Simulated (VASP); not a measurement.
# MnS (Pm-3m) in VASP: notebook

Runs on MnS. Level: LDA+U. Tasks: single point.

Program: VASP 6.6.1. These are calculated values, not measurements. Logs are shortened: lines on timing, memory, paths and dates and some standing lists are left out, and cuts for length are marked.

### Step 1. The cell of the first run

It takes space group Pm-3m (No. 221, cubic). Conventional cell: a = 3.099 Å, b = 3.099 Å, c = 3.099 Å, α = 90.00°, β = 90.00°, γ = 90.00°. Mn (site symmetry m-3m) has 8 S at 2.68 Å and 6 Mn at 3.10 Å within 3.5 Å. S (site symmetry m-3m) has 8 Mn at 2.68 Å and 6 S at 3.10 Å within 3.5 Å.

### Step 2. Single point, LDA+U, collinear spin, ferromagnetic start

INCAR reads:

```
SYSTEM = MnS
ALGO = Normal
EDIFF = 1E-7
ENCUT = 520
ISIF = 2
ISMEAR = 0
ISPIN = 2
LASPH = .TRUE.
LCHARG = .TRUE.
LDAU = .TRUE.
LDAUJ = 0 0
LDAUL = 2 -1
LDAUPRINT = 1
LDAUTYPE = 2
LDAUU = 2 0
LELF = .TRUE.
LMAXMIX = 4
LORBIT = 11
LREAL = .FALSE.
LVHAR = .TRUE.
LWAVE = .FALSE.
MAGMOM = 2.8 0
NBANDS = 20
NELM = 150
PREC = Accurate
SIGMA = 0.05
```

KPOINTS reads:

```
k-points
0
G
  10 10 10
  0 0 0
```

POSCAR reads:

```
MnS
1.0
    3.0990400000      0.0000000000      0.0000000000
    0.0000000000      3.0990400000      0.0000000000
    0.0000000000      0.0000000000      3.0990400000
Mn S
1 1
Direct
    0.5000000000      0.5000000000      0.5000000000
    0.0000000000      0.0000000000      0.0000000000
```

Potentials or basis: VASP PAW LDA potentials, release 64 (Mn_pv, S).

Run with:

```bash
cat potpaw_LDA.64/Mn_pv/POTCAR potpaw_LDA.64/S/POTCAR > POTCAR
mpirun -np 1 vasp_std > vasp.out
```

OUTCAR:

```text
SYSTEM = MnS
   EDIFF = 1E-7
   ENCUT = 520
   ISIF = 2
   ISMEAR = 0
   ISPIN = 2
   LASPH = .TRUE.
   LORBIT = 11
   LREAL = .FALSE.
   NELM = 150
   PREC = Accurate

 ion  position               nearest neighbor table
   1  0.500  0.500  0.500-   2 2.68   2 2.68   2 2.68   2 2.68   2 2.68   2 2.68   2 2.68   2 2.68

   2  0.000  0.000  0.000-   1 2.68   1 2.68   1 2.68   1 2.68   1 2.68   1 2.68   1 2.68   1 2.68

  LATTYP: Found a simple cubic cell.
 ALAT       =     3.0990400000

  Lattice vectors:

 A1 = (   3.0990400000,   0.0000000000,   0.0000000000)
 A2 = (   0.0000000000,   3.0990400000,   0.0000000000)
 A3 = (   0.0000000000,   0.0000000000,   3.0990400000)

Analysis of symmetry for initial positions (statically):
=====================================================================
 Subroutine PRICEL returns:
 Original cell was already a primitive cell.

 Routine SETGRP: Setting up the symmetry group for a
 simple cubic supercell.

 Subroutine GETGRP returns: Found 48 space group operations
 (whereof 48 operations were pure point group operations)
 out of a pool of 48 trial point group operations.

The static configuration has the point symmetry O_h .

Analysis of symmetry for dynamics (positions and initial velocities):
=====================================================================
 Subroutine PRICEL returns:
 Original cell was already a primitive cell.

 Routine SETGRP: Setting up the symmetry group for a
 simple cubic supercell.

 Subroutine GETGRP returns: Found 48 space group operations
 (whereof 48 operations were pure point group operations)
 out of a pool of 48 trial point group operations.

The dynamic configuration has the point symmetry O_h .

Analysis of structural, dynamic, and magnetic symmetry:
=====================================================================
 Subroutine PRICEL returns:
 Original cell was already a primitive cell.

 Routine SETGRP: Setting up the symmetry group for a
 simple cubic supercell.

 Subroutine GETGRP returns: Found 48 space group operations
 (whereof 48 operations were pure point group operations)
 out of a pool of 48 trial point group operations.

The overall configuration has the point symmetry O_h .

 Subroutine INISYM returns: Found 48 space group operations
 (whereof 48 operations are pure point group operations),
 and found     1 'primitive' translations

----------------------------------------------------------------------------------------

                                     Primitive cell

  volume of cell :      29.7633

  direct lattice vectors                    reciprocal lattice vectors
     3.099040000  0.000000000  0.000000000     0.322680572  0.000000000  0.000000000
     0.000000000  3.099040000  0.000000000     0.000000000  0.322680572  0.000000000
     0.000000000  0.000000000  3.099040000     0.000000000  0.000000000  0.322680572

  length of vectors
     3.099040000  3.099040000  3.099040000     0.322680572  0.322680572  0.322680572

  position of ions in fractional coordinates (direct lattice)
     0.500000000  0.500000000  0.500000000
     0.000000000  0.000000000  0.000000000

  ion indices of the primitive-cell ions
   primitive index   ion index
                 1           1
                 2           2

----------------------------------------------------------------------------------------

 KPOINTS: k-points

Automatic generation of k-mesh.
 Grid dimensions read from file:
 generate k-points for:   10   10   10

 Generating k-lattice:

  Cartesian coordinates                     Fractional coordinates (reciprocal lattice)
     0.032268057  0.000000000  0.000000000     0.100000000  0.000000000  0.000000000
[... 64 lines left out ...]
   NFREE  =      0    steps in history (QN), initial steepest desc. (CG)
   ISIF   =      2    stress and relaxation
   ISYM   =      2    0-nonsym 1-usesym 2-fastsym
   POTIM  = 0.5000    time-step for ionic-motion
   TEBEG  =    0.0;   TEEND  =   0.0 temperature during run
   PSTRESS=    0.0 pullay stress
   NELECT =      19.0000    total number of electrons
   NUPDOWN=      -1.0000    fix difference up-down
   EMIN   =  10.00;   EMAX   =-10.00  energy-range for DOS
   EFERMI =   0.00;   METHOD = LEGACY
   ISMEAR =     0;   SIGMA  =   0.05  broadening in eV -4-tet -1-fermi 0-gaus
   EFERMI_NEDOS =   21; number of points for ismear=-14 and -15
   IALGO  =     38    algorithm
   IMIX   =      4    mixing-type and parameters
     AMIX     =   0.40;   BMIX     =  1.00
     AMIX_MAG =   1.60;   BMIX_MAG =  1.00
  volume/ion in A,a.u.               =      14.88       100.43
  Fermi-wavevector in a.u.,A,eV,Ry     =   1.409610  2.663776 27.034766  1.986999
  Thomas-Fermi vector in A             =   2.531648
   LORBIT       =     11    0 simple, 1 ext, 2 COOP (PROOUT), +10 PAW based schemes
 LDA+U is selected, type is set to LDAUTYPE =  2
   angular momentum for each species LDAUL =     2   -1
   U (eV)           for each species LDAUU =   2.0  0.0
   J (eV)           for each species LDAUJ =   0.0  0.0
   GGA     = CA    functional components
   LHFCALC =     F    Hartree Fock is set to
   AEXX    =    0.0000 exact exchange contribution
   IVDW    =     0    specifies the selected vdW correction
   LEPSILON=     F    determine dielectric tensor
   LRPA    =     F    only Hartree local field effects (RPA)
 spin polarized calculation
 Gauss-broadening in eV      SIGMA  =   0.05
  energy-cutoff  :      520.00
  volume of cell :       29.76
 maximum number of plane-waves:       840
 NGX is ok and might be reduce to    24
   NGX = 11   NGY = 11   NGZ = 11

atom =   1  type =  1  l = 2

 onsite density matrix

spin component  1

  0.9138 -0.0000 -0.0000  0.0000  0.0000
 -0.0000  0.9138 -0.0000 -0.0000 -0.0000
 -0.0000 -0.0000  0.9048 -0.0000 -0.0000
  0.0000 -0.0000 -0.0000  0.9138  0.0000
  0.0000 -0.0000 -0.0000  0.0000  0.9048

spin component  2

  0.0877 -0.0000 -0.0000  0.0000  0.0000
 -0.0000  0.0877 -0.0000 -0.0000  0.0000
 -0.0000 -0.0000  0.1033 -0.0000 -0.0000
  0.0000 -0.0000 -0.0000  0.0877 -0.0000
  0.0000  0.0000 -0.0000 -0.0000  0.1033

 occupancies and eigenvectors

  o =  0.0877  v =  0.0000  0.0000  0.0000  0.0000  0.0000  0.0000 -0.1109 -0.0000 -0.9938 -0.0000      0.0000  0.0000  0.0000  0.0000  0.0000  0.0000  0.0000  0.0000  0.0000  0.0000
  o =  0.0877  v =  0.0000  0.0000  0.0000  0.0000  0.0000  0.0000 -0.9938 -0.0000  0.1109  0.0000      0.0000  0.0000  0.0000  0.0000  0.0000  0.0000  0.0000  0.0000  0.0000  0.0000
  o =  0.0877  v =  0.0000  0.0000  0.0000  0.0000  0.0000  1.0000  0.0000  0.0000  0.0000  0.0000      0.0000  0.0000  0.0000  0.0000  0.0000  0.0000  0.0000  0.0000  0.0000  0.0000
  o =  0.1033  v =  0.0000  0.0000  0.0000  0.0000  0.0000  0.0000  0.0000 -0.9985  0.0000 -0.0544      0.0000  0.0000  0.0000  0.0000  0.0000  0.0000  0.0000  0.0000  0.0000  0.0000
  o =  0.1033  v =  0.0000  0.0000  0.0000  0.0000  0.0000  0.0000 -0.0000  0.0544  0.0000 -0.9985      0.0000  0.0000  0.0000  0.0000  0.0000  0.0000  0.0000  0.0000  0.0000  0.0000
  o =  0.9048  v =  0.0000  0.0000 -0.9985 -0.0000  0.0555  0.0000  0.0000  0.0000  0.0000  0.0000      0.0000  0.0000  0.0000  0.0000  0.0000  0.0000  0.0000  0.0000  0.0000  0.0000
  o =  0.9048  v =  0.0000 -0.0000 -0.0555 -0.0000 -0.9985  0.0000  0.0000  0.0000  0.0000  0.0000      0.0000  0.0000  0.0000  0.0000  0.0000  0.0000  0.0000  0.0000  0.0000  0.0000
  o =  0.9138  v =  0.0000 -0.9838 -0.0000  0.1791  0.0000  0.0000  0.0000  0.0000  0.0000  0.0000      0.0000  0.0000  0.0000  0.0000  0.0000  0.0000  0.0000  0.0000  0.0000  0.0000
  o =  0.9138  v =  0.0000  0.1791 -0.0000  0.9838 -0.0000  0.0000  0.0000  0.0000  0.0000  0.0000      0.0000  0.0000  0.0000  0.0000  0.0000  0.0000  0.0000  0.0000  0.0000  0.0000
  o =  0.9138  v =  1.0000  0.0000  0.0000  0.0000  0.0000  0.0000  0.0000  0.0000  0.0000  0.0000      0.0000  0.0000  0.0000  0.0000  0.0000  0.0000  0.0000  0.0000  0.0000  0.0000

 number of electron      18.9999977 magnetization       4.3720704

 Free energy of the ion-electron system (eV)
  ---------------------------------------------------
  ext. energy  EPLUGINS =         0.00000000
  ---------------------------------------------------
  free energy    TOTEN  =       -13.31462938 eV

  energy without entropy =      -13.31249573  energy(sigma->0) =      -13.31356255

 E-fermi :   8.4304     XC(G=0): -11.9213

 val. band max:        8.4150873371   @ k =   0.3000   0.1000   0.0000
 cond. band min:       8.4606120923   @ k =   0.5000   0.4000   0.0000
 fundamental gap:      0.0455247552
 Fermi energy:         8.4303827772

 spin component 1

 k-point     1 :       0.0000    0.0000    0.0000
  band No.  band energies     occupation
      1     -41.5046      1.00000
      2     -41.5046      1.00000
      3     -41.5046      1.00000
      4      -7.0019      1.00000
      5       3.7802      1.00000
      6       3.7802      1.00000
[... 1097 lines left out ...]
     19      24.5367      0.00000
     20      25.8124      0.00000

 [... further k-points ...]

------------------------ aborting loop because EDIFF is reached ----------------------------------------

  FORCE on cell =-STRESS in cart. coord.  units (eV):
  Direction    XX          YY          ZZ          XY          YZ          ZX
  --------------------------------------------------------------------------------------
  -------------------------------------------------------------------------------------
  Total       -0.0270222     -0.0270222     -0.0270222      0.0000000      0.0000000     -0.0000000
  in kB       -1.4546196     -1.4546196     -1.4546196      0.0000000      0.0000000     -0.0000000
  external PRESSURE =      -1.4546196 kB  Pullay stress =       0.0000000 kB

 VOLUME and BASIS-vectors are now :
 -----------------------------------------------------------------------------
  energy-cutoff  :      520.00
  volume of cell :       29.76
      direct lattice vectors                 reciprocal lattice vectors
     3.099040000  0.000000000  0.000000000     0.322680572  0.000000000  0.000000000
     0.000000000  3.099040000  0.000000000     0.000000000  0.322680572  0.000000000
     0.000000000  0.000000000  3.099040000     0.000000000  0.000000000  0.322680572

 POSITION                                       TOTAL-FORCE (eV/Angst)
 -----------------------------------------------------------------------------------
      1.54952      1.54952      1.54952         0.000000      0.000000      0.000000
      0.00000      0.00000      0.00000         0.000000      0.000000      0.000000
 -----------------------------------------------------------------------------------
    total drift:                                0.000000      0.000000     -0.000000

  FREE ENERGIE OF THE ION-ELECTRON SYSTEM (eV)
  ---------------------------------------------------
  free  energy   TOTEN  =       -13.3146293755 eV

  energy  without entropy=      -13.3124957312  energy(sigma->0) =      -13.31356255

 total charge

# of ion       s       p       d       tot
------------------------------------------
    1        0.226   6.175   5.000  11.401
    2        1.363   2.336   0.000   3.699
--------------------------------------------------
tot          1.589   8.511   5.000  15.100

 magnetization (x)

# of ion       s       p       d       tot
------------------------------------------
    1        0.011   0.030   4.073   4.114
    2        0.027   0.008   0.000   0.035
--------------------------------------------------
tot          0.037   0.039   4.073   4.148
```

It took 78 s on 1 thread of Intel Xeon 8259CL, shared host; peak memory 0.17 GiB.

What came out:

```yaml
Free_energy: -13.3146 eV
Pressure: -0.1 GPa
Net_moment: 4.37 μB per cell
Site_moments: Mn +4.11; S +0.04 μB
Valence_electrons_inside_the_program's_atomic_spheres: Mn 11.40; S 3.70
```

Eigenvalues of the final occupation matrices:
```tsv
site	spin	trace	eigenvalues
site 1 d	1	4.55	0.90 0.90 0.91 0.91 0.91
site 1 d	2	0.47	0.09 0.09 0.09 0.10 0.10
```

Caveat: a cell with one magnetic atom can't hold antiferromagnetic order, which such compounds often take. The state reached can hang on the start; a lower one may exist.

### Step 3. Single point, LDA+U, collinear spin, ferromagnetic start

INCAR reads:

```
SYSTEM = MnS
ALGO     = Normal         ! electronic algorithm
EDIFF    = 1E-6           ! SCF threshold, eV
ENCUT    = 520            ! plane-wave cutoff, eV
ISIF     = 2              ! what is computed and relaxed
ISMEAR   = 0              ! smearing method
ISPIN    = 2              ! spin polarisation
LASPH    = .True.         ! aspherical terms in the spheres
LCHARG   = .False.        ! write CHGCAR
LDAU     = .True.         ! DFT+U
LDAUJ    = 0 0          
LDAUL    = 2 -1           ! shell
LDAUPRINT= 1            
LDAUTYPE = 2            
LDAUU    = 4 0            ! U, eV
LMAXMIX  = 4              ! l up to which the mixer works
LORBIT   = 11             ! projections on sites
LREAL    = .False.        ! projectors in reciprocal space
LWAVE    = .False.        ! write WAVECAR
MAGMOM   = 2.8 0          ! initial moments
NBANDS   = 20             ! bands
NELM     = 150            ! most SCF steps
PREC     = Accurate       ! precision mode
SIGMA    = 0.05           ! smearing width, eV
```

KPOINTS reads:

```
k-points
0
Gamma
  10 10 10
  0 0 0
```

POSCAR is that of step 2.

Potentials or basis: VASP PAW LDA potentials, release 64 (Mn_pv, S).

Run with:

```bash
cat potpaw_LDA.64/Mn_pv/POTCAR potpaw_LDA.64/S/POTCAR > POTCAR
mpirun -np 1 vasp_std > vasp.out
```

It took 68 s on 1 thread of Intel Xeon 8259CL, shared host; peak memory 0.17 GiB.

It converged, with:

- Free energy: -12.6189 eV
- Pressure: 7.2 GPa
- Net moment: 4.73 μB per cell
- Site moments: Mn +4.39; S +0.09 μB
- Valence electrons inside the program's atomic spheres: Mn 11.37; S 3.75

Levels at points of the mesh, in eV from the Fermi level:
Spin up:
| k point | band 10 | band 11 | band 12 | band 13 | band 14 | band 15 |
| --- | --- | --- | --- | --- | --- | --- |
| (0.00, 0.00, 0.00) | -1.82 | -1.82 | -1.82 | 1.43 | 6.15 | 6.15 |
| (0.50, 0.00, 0.00) | -3.86 | 0.38 | 0.38 | 4.42 | 6.40 | 7.36 |
| (0.50, 0.50, 0.00) | -4.30 | -4.14 | -0.08 | 0.13 | 8.96 | 9.32 |
| (0.50, 0.50, 0.50) | -1.31 | -1.31 | -1.31 | 1.19 | 1.19 | 1.19 |
Spin down:
| k point | band 4 | band 5 | band 6 | band 7 | band 8 | band 9 | band 10 | band 11 |
| --- | --- | --- | --- | --- | --- | --- | --- | --- |
| (0.00, 0.00, 0.00) | -15.22 | -1.55 | -1.55 | -1.55 | -0.29 | -0.29 | 2.42 | 2.42 |
| (0.50, 0.00, 0.00) | -13.64 | -7.81 | -1.71 | -1.71 | 0.68 | 2.62 | 3.08 | 3.90 |
| (0.50, 0.50, 0.00) | -12.57 | -5.84 | -5.84 | -1.31 | 0.08 | 1.49 | 1.49 | 2.06 |
| (0.50, 0.50, 0.50) | -11.22 | -5.36 | -5.36 | -5.36 | 2.02 | 2.02 | 2.02 | 3.33 |

Eigenvalues of the final occupation matrices:
| site | spin | trace | eigenvalues |
| --- | --- | --- | --- |
| site 1 d | 1 | 4.67 | 0.92 0.92 0.94 0.94 0.94 |
| site 1 d | 2 | 0.31 | 0.04 0.04 0.08 0.08 0.08 |

Caveat: the cell stands under pressure; a cell with one magnetic atom can't hold antiferromagnetic order, which such compounds often take.

### Step 4. Single point, LDA+U, collinear spin, ferromagnetic start

INCAR reads:

```
PREC = Accurate
ENCUT = 520
EDIFF = 1E-6
ISMEAR = 0
SIGMA = 0.05
LREAL = F
LASPH = T
NELM = 150
ALGO = Normal
ISIF = 2
LWAVE = F
LCHARG = F
ISPIN = 2
MAGMOM = 2.8 0
LORBIT = 11
LMAXMIX = 4
LDAU = T
LDAUTYPE = 2
LDAUL = 2 -1
LDAUU = 6 0
LDAUJ = 0 0
LDAUPRINT = 1
GGA = CA
NBANDS = 20
```

KPOINTS reads:

```
Automatic mesh
0
Gamma
  10 10 10
```

POSCAR is that of step 3.

Run with:

```bash
cat potpaw_LDA.64/Mn_pv/POTCAR potpaw_LDA.64/S/POTCAR > POTCAR
mpirun -np 1 vasp_std > vasp.out
```

Wall time 72 s (1 thread of Intel Xeon 8259CL, shared host); peak memory 0.17 GiB.

Results (log left out):

```yaml
Free_energy: -12.0760 eV
Pressure: 10.5 GPa
Net_moment: 4.79 μB per cell
Site_moments: Mn +4.51; S +0.06 μB
Valence_electrons_inside_the_program's_atomic_spheres: Mn 11.36; S 3.77
```

Levels at points of the mesh, in eV from the Fermi level:
Spin up:
```
           k point  band 9  band 10  band 11  band 12  band 13  band 14  band 15  band 16
(0.00, 0.00, 0.00)   -5.70    -1.79    -1.79    -1.79     1.39     5.92     5.92    14.75
(0.50, 0.00, 0.00)   -5.64    -4.77     0.24     0.24     4.38     6.39     7.33     7.62
(0.50, 0.50, 0.00)   -6.08    -5.26    -5.20    -0.12    -0.03     8.85     9.28     9.28
(0.50, 0.50, 0.50)   -5.18    -1.82    -1.82    -1.82     1.12     1.12     1.12     6.21
```
Spin down:
```csv
k point,band 3,band 4,band 5,band 6,band 7,band 8,band 9,band 10,band 11,band 12
"(0.00, 0.00, 0.00)",-46.24,-15.23,-1.55,-1.55,-1.55,0.26,0.26,2.44,3.20,3.20
"(0.50, 0.00, 0.00)",-46.24,-13.64,-7.82,-1.52,-1.52,1.40,3.43,3.93,4.54,4.54
"(0.50, 0.50, 0.00)",-46.23,-12.53,-5.87,-5.87,-1.13,0.10,2.18,2.18,2.73,4.19
"(0.50, 0.50, 0.50)",-46.28,-11.19,-5.24,-5.24,-5.24,1.96,1.96,1.96,4.23,4.23
```

Eigenvalues of the final occupation matrices:
| site | spin | trace | eigenvalues |
| --- | --- | --- | --- |
| site 1 d | 1 | 4.72 | 0.93 0.93 0.95 0.95 0.95 |
| site 1 d | 2 | 0.24 | 0.03 0.03 0.06 0.06 0.06 |

Caveat: the cell stands under pressure; a cell with one magnetic atom can't hold antiferromagnetic order, which such compounds often take. The state reached can hang on the start; a lower one may exist.

### Step 5. Overview

```tsv
U	gap on the mesh (eV)	pressure (GPa)	moment (μB)
Mn d U = 2.0 eV	none	-0.1	4.37
Mn d U = 4.0 eV	none	7.2	4.73
Mn d U = 6.0 eV	none	10.5	4.79
```

Alike in all rows: task single point; level LDA+U; potentials or basis VASP PAW LDA potentials, release 64 (Mn_pv, S); spin collinear, ferromagnetic start; cell as given; k mesh 10 × 10 × 10; cutoff (eV) 520; smearing gaussian 0.05 eV.

Caveats: a cell with one magnetic atom can't hold antiferromagnetic order, which such compounds often take; the cell stands under pressure (at least some runs).

Absolute energies hang on the potentials; compare differences alone.
